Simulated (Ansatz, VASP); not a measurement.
# BN in VASP and in Ansatz

```xyz
2
Lattice="0.0000 3.4953 2.1661 1.2516 0.0000 2.1661 1.2516 3.4953 0.0000" Properties=species:S:1:pos:R:3 pbc="T T T"
N     1.2516    3.4953    2.8881
B     1.2516    3.4953    0.0002
```

Alike in both runs: functional PBE0; k mesh 7 × 7 × 7; occupations fermi-dirac, width 0.05 eV; no spin polarisation.

|  | VASP | Ansatz |
| --- | --- | --- |
| version | VASP 6.6.1 | Ansatz 0.2.0 |
| potentials or method | VASP PAW PBE potentials, release 64 (N, B) | Ansatz PAW |
| plane-wave cutoff (eV) | 520 | 420 |
| valence electrons in the cell | 8 | 8 |
| task | single point | band structure |

|  | VASP | Ansatz | Ansatz less VASP |
| --- | --- | --- | --- |
| gap on the k mesh at the Fermi level (eV) | 6.20 | 6.19 | -0.007 |
| pressure (GPa) | -1.4 | -1.6 | -0.19 |
| traceless stress, the component that is largest in VASP (GPa) | 2.47 | 2.87 | +0.397 |
| rms of the force components (eV/Å) | 0.006 | 0.006 | 0.0000 |

Atom by atom the forces differ by 0.000 eV/Å (rms over components).

The k mesh is coarse, so the values compare programs but aren't converged.
